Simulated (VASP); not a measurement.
# MgH2 (Fm-3m) in VASP: further runs

Runs on MgH2. Level: r2SCAN. Tasks: relaxation of cell and atoms.

Program: VASP 6.6.1. These are calculated values, not measurements. Logs are shortened: lines on timing, memory, paths and dates and some standing lists are left out, and cuts for length are marked.

### Step 1. The cell of the first run

Symmetry: Fm-3m, No. 225, cubic system. The conventional cell has a = 4.762 Å, b = 4.762 Å, c = 4.762 Å, α = 90.00°, β = 90.00°, γ = 90.00°. Within 2.7 Å of Mg (site symmetry m-3m) lie 8 H at 2.06 Å. H (site symmetry -43m) has 4 Mg at 2.06 Å and 6 H at 2.38 Å within 2.7 Å.

### Step 2. Relaxation of cell and atoms, r2SCAN, target pressure 2 GPa, at which the enthalpy is minimised

Input file POSCAR:

```
MgH2
1.0
    0.0000000000      2.3810670000      2.3810670000
    2.3810670000      0.0000000000      2.3810670000
    2.3810670000      2.3810670000      0.0000000000
Mg H
1 2
Direct
    0.0000000000      0.0000000000      0.0000000000
    0.7500000000      0.7500000000      0.7500000000
    0.2500000000      0.2500000000      0.2500000000
```

Input file INCAR.step1:

```
PREC = Accurate
ENCUT = 600
ISMEAR = -1
SIGMA = 0.1
LREAL = False
LASPH = True
NELM = 80
GGA = PE
ALGO = Normal
EDIFF = 1E-4
LWAVE = True
LCHARG = False
```

Input file INCAR.step2:

```
PREC = Accurate
ENCUT = 600
EDIFF = 1E-7
ISMEAR = -1
SIGMA = 0.1
LREAL = False
LASPH = True
NELM = 80
ALGO = Normal
ISIF = 3
LWAVE = False
LCHARG = False
METAGGA = R2SCAN
LMIXTAU = True
IBRION = 2
NSW = 80
EDIFFG = -0.03
PSTRESS = 20.0
ISTART = 1
```

Input file KPOINTS:

```
regular mesh
0
Gamma
  6 6 6
```

Potentials or basis: VASP PAW PBE potentials, release 64 (Mg, H).

On the command line:

```
cat potpaw_PBE.64/Mg/POTCAR potpaw_PBE.64/H/POTCAR > POTCAR
cp INCAR.step1 INCAR
mpirun -np 1 vasp_std > vasp.out
cp INCAR.step2 INCAR
mpirun -np 1 vasp_std > vasp.out
```

OUTCAR:

```text
PREC = Accurate
   ENCUT = 600
   EDIFF = 1E-7
   ISMEAR = -1
   LREAL = False
   LASPH = True
   NELM = 80
   ISIF = 3
   METAGGA = R2SCAN
   IBRION = 2
   NSW = 80
   EDIFFG = -0.03
   PSTRESS = 20.0
   ISTART = 1

 ion  position               nearest neighbor table
   1  0.000  0.000  0.000-   2 2.06   2 2.06   2 2.06   2 2.06   3 2.06   3 2.06   3 2.06   3 2.06

   2  0.750  0.750  0.750-   1 2.06   1 2.06   1 2.06   1 2.06
   3  0.250  0.250  0.250-   1 2.06   1 2.06   1 2.06   1 2.06

  LATTYP: Found a face centered cubic cell.
 ALAT       =     4.7621340000

  Lattice vectors:

 A1 = (   0.0000000000,   2.3810670000,   2.3810670000)
 A2 = (   2.3810670000,   0.0000000000,   2.3810670000)
 A3 = (   2.3810670000,   2.3810670000,   0.0000000000)

Analysis of symmetry for initial positions (statically):
=====================================================================
 Subroutine PRICEL returns:
 Original cell was already a primitive cell.

 Routine SETGRP: Setting up the symmetry group for a
 face centered cubic supercell.

 Subroutine GETGRP returns: Found 48 space group operations
 (whereof 48 operations were pure point group operations)
 out of a pool of 48 trial point group operations.

The static configuration has the point symmetry O_h .

Analysis of symmetry for dynamics (positions and initial velocities):
=====================================================================
 Subroutine PRICEL returns:
 Original cell was already a primitive cell.

 Routine SETGRP: Setting up the symmetry group for a
 face centered cubic supercell.

 Subroutine GETGRP returns: Found 48 space group operations
 (whereof 48 operations were pure point group operations)
 out of a pool of 48 trial point group operations.

The dynamic configuration has the point symmetry O_h .

 Subroutine INISYM returns: Found 48 space group operations
 (whereof 48 operations are pure point group operations),
 and found     1 'primitive' translations

----------------------------------------------------------------------------------------

                                     Primitive cell

  volume of cell :      26.9988

  direct lattice vectors                    reciprocal lattice vectors
     0.000000000  2.381067000  2.381067000    -0.209989891  0.209989891  0.209989891
     2.381067000  0.000000000  2.381067000     0.209989891 -0.209989891  0.209989891
[... 62 lines left out ...]
   total plane-waves  NPLWV =  21952
   dimension x,y,z NGX =    28 NGY =   28 NGZ =   28
   dimension x,y,z NGXF=    56 NGYF=   56 NGZF=   56
   ions per type =               1   2
   NGX,Y,Z   is equivalent  to a cutoff of  13.82, 13.82, 13.82 a.u.
   NGXF,Y,Z  is equivalent  to a cutoff of  27.65, 27.65, 27.65 a.u.
 SYSTEM =  unknown system
   PREC   = accura    normal or accurate (medium, high low for compatibility)
   ISTART =      1    job   : 0-new  1-cont  2-samecut
   ICHARG =      0    charge: 1-file 2-atom 10-const
   ISPIN  =      1    spin polarized calculation?
   LNONCOLLINEAR =      F non collinear calculations
   LSORBIT =      F    spin-orbit coupling
   LASPH  =      T    aspherical Exc in radial PAW
   ENCUT  =  600.0 eV  44.10 Ry    6.64 a.u.   6.73  6.73  6.73*2*pi/ulx,y,z
   NELM   =     80;   NELMIN=  2; NELMDL=  0     # of ELM steps
   EDIFF  = 0.1E-06   stopping-criterion for ELM
   LREAL  =      F    real-space projection
   EDIFFG = -.3E-01   stopping-criterion for IOM
   NSW    =     80    number of steps for IOM
   IBRION =      2    ionic relax: 0-MD 1-quasi-New 2-CG
   NFREE  =      1    steps in history (QN), initial steepest desc. (CG)
   ISIF   =      3    stress and relaxation
   ISYM   =      2    0-nonsym 1-usesym 2-fastsym
   POTIM  = 0.5000    time-step for ionic-motion
   TEBEG  =    0.0;   TEEND  =   0.0 temperature during run
   PSTRESS=   20.0 pullay stress
   NELECT =       4.0000    total number of electrons
   NUPDOWN=      -1.0000    fix difference up-down
   EMIN   =  10.00;   EMAX   =-10.00  energy-range for DOS
   EFERMI =   0.00;   METHOD = LEGACY
   ISMEAR =    -1;   SIGMA  =   0.10  broadening in eV -4-tet -1-fermi 0-gaus
   EFERMI_NEDOS =   21; number of points for ismear=-14 and -15
   IALGO  =     38    algorithm
   IMIX   =      4    mixing-type and parameters
     AMIX     =   0.40;   BMIX     =  1.00
     AMIX_MAG =   1.60;   BMIX_MAG =  1.00
  volume/ion in A,a.u.               =       9.00        60.73
  Fermi-wavevector in a.u.,A,eV,Ry     =   0.866257  1.636988 10.209818  0.750400
  Thomas-Fermi vector in A             =   1.984619
   LORBIT       =      0    0 simple, 1 ext, 2 COOP (PROOUT), +10 PAW based schemes
   METAGGA = R2SCAN    functional components
   LHFCALC =     F    Hartree Fock is set to
   AEXX    =    0.0000 exact exchange contribution
   IVDW    =     0    specifies the selected vdW correction
   LEPSILON=     F    determine dielectric tensor
   LRPA    =     F    only Hartree local field effects (RPA)
 conjugate gradient relaxation of ions
 non-spin polarized calculation
  energy-cutoff  :      600.00
  volume of cell :       27.00
 maximum number of plane-waves:       934
   NGX = 13   NGY = 13   NGZ = 13

--------------------------------------- Ionic step        1  -------------------------------------------

 number of electron       4.0000000 magnetization

 Free energy of the ion-electron system (eV)
  ---------------------------------------------------
  ext. energy  EPLUGINS =         0.00000000
  ---------------------------------------------------
  free energy    TOTEN  =       -11.52619855 eV

  energy without entropy =      -11.52183573  energy(sigma->0) =      -11.52401714

------------------------ aborting loop because EDIFF is reached ----------------------------------------

  FORCE on cell =-STRESS in cart. coord.  units (eV):
  Direction    XX          YY          ZZ          XY          YZ          ZX
  --------------------------------------------------------------------------------------
  -------------------------------------------------------------------------------------
  Total       -0.2957588     -0.2957588     -0.2957588     -0.0000000      0.0000000     -0.0000000
  in kB      -17.5510645    -17.5510645    -17.5510645     -0.0000000      0.0000000     -0.0000000
  external PRESSURE =     -37.5510645 kB  Pullay stress =      20.0000000 kB
[... 65 lines left out ...]
--------------------------------------- Ionic step        3  -------------------------------------------

 number of electron       3.9999999 magnetization

 Free energy of the ion-electron system (eV)
  ---------------------------------------------------
  ext. energy  EPLUGINS =         0.00000000
  ---------------------------------------------------
  free energy    TOTEN  =       -11.52666194 eV

  energy without entropy =      -11.52173009  energy(sigma->0) =      -11.52419602

 E-fermi :   3.2229     XC(G=0):  -9.4750

 val. band max:        3.1742831125   @ k =   0.5000   0.5000   0.0000
 cond. band min:       3.9025826700   @ k =  -0.3333   0.5000   0.1667
 fundamental gap:      0.7282995574
 Fermi energy:         3.2228851801

 k-point     1 :       0.0000    0.0000    0.0000
  band No.  band energies     occupation
      1      -7.4671      2.00000
      2       4.2019      0.00011
      3      13.2112      0.00000
      4      13.2112      0.00000
      5      13.2112      0.00000
      6      16.6762      0.00000
[... 167 lines left out ...]
  energy  without entropy=      -11.5217300898  energy(sigma->0) =      -11.52419602

  enthalpy is  TOTEN    =       -11.2078299047 eV   P V=        0.3188320397

 reached required accuracy - stopping structural energy minimisation
```

OUTCAR.step1:

```text
PREC = Accurate
   ENCUT = 600
   ISMEAR = -1
   LREAL = False
   LASPH = True
   NELM = 80
[... 356 lines left out ...]
      0.00000      0.00000      0.00000        -0.000000     -0.000000     -0.000000
      3.57160      3.57160      3.57160        -0.000000     -0.000000      0.000000
      1.19053      1.19053      1.19053         0.000000      0.000000      0.000000
 -----------------------------------------------------------------------------------
    total drift:                                0.000000      0.000000      0.000000

  FREE ENERGIE OF THE ION-ELECTRON SYSTEM (eV)
  ---------------------------------------------------
  free  energy   TOTEN  =        -8.4993495567 eV

  energy  without entropy=       -8.4921851507  energy(sigma->0) =       -8.49576735
```

OSZICAR.step1:

```text
N       E                     dE             d eps       ncg     rms          rms(c)
DAV:   1    -0.116080018731E+01   -0.11608E+01   -0.17965E+03   204   0.567E+02
DAV:   2    -0.894729767776E+01   -0.77865E+01   -0.74269E+01   216   0.546E+01
DAV:   3    -0.917194509825E+01   -0.22465E+00   -0.22444E+00   276   0.117E+01
DAV:   4    -0.917234918495E+01   -0.40409E-03   -0.40409E-03   246   0.439E-01
DAV:   5    -0.917235129029E+01   -0.21053E-05   -0.21054E-05   258   0.255E-02    0.465E+00
DAV:   6    -0.867336723685E+01    0.49898E+00   -0.36090E-01   192   0.341E+00    0.239E+00
DAV:   7    -0.849592122926E+01    0.17745E+00   -0.50806E-01   204   0.439E+00    0.399E-01
DAV:   8    -0.850023665663E+01   -0.43154E-02   -0.12416E-02   216   0.716E-01    0.181E-01
DAV:   9    -0.849932427823E+01    0.91238E-03   -0.20966E-03   228   0.268E-01    0.158E-02
DAV:  10    -0.849934955675E+01   -0.25279E-04   -0.74172E-05   126   0.694E-02
   1 F= -.84993496E+01 E0= -.84957674E+01  d E =-.716441E-02
```

It took 29 s on 1 thread of Intel Xeon 6975P-C (Granite Rapids), shared host; peak memory 0.17 GiB.

What came out:

* Free energy: -11.5267 eV
* Relaxed volume: 8.51 Å³/atom
* Relaxed cell: a = 3.306 Å, b = 3.306 Å, c = 3.306 Å, α = 60.00°, β = 60.00°, γ = 60.00°
* Space group after relaxing (to 0.05 Å): Fm-3m (No. 225)
* Energy change on relaxing (the enthalpy is what falls): -0.2 meV/atom
* Ionic steps: 3
* Pressure after relaxing: 1.8 GPa
* Band gap on the k mesh: zero (band 2 reaches 4.20 eV, above the bottom of band 3 at 3.17 eV)

The path:
| step | energy change (eV) | largest force (eV/Å) | pressure (GPa) | volume (Å³) |
| --- | --- | --- | --- | --- |
| 1 | 0.0000 | 0.0000 | -1.76 | 27.00 |
| 2 | -0.0043 | 0.0000 | 0.13 | 26.18 |
| 3 | -0.0005 | 0.0000 | 1.82 | 25.54 |

Final structure:
```
Mg H
1.0
     0.00000    2.33742    2.33742
     2.33742    0.00000    2.33742
     2.33742    2.33742    0.00000
Mg H
1 2
Direct
  0.00000 0.00000 0.00000
  0.75000 0.75000 0.75000
  0.25000 0.25000 0.25000
```

Caveat: the k points lie up to 0.39 Å⁻¹ apart in the final cell; the cell is relaxed towards a set pressure, so the enthalpy falls and the energy may rise; the PAW data sets were made with another functional, which shifts forces and pressure a little.

(Continued in part 2 of 2.)
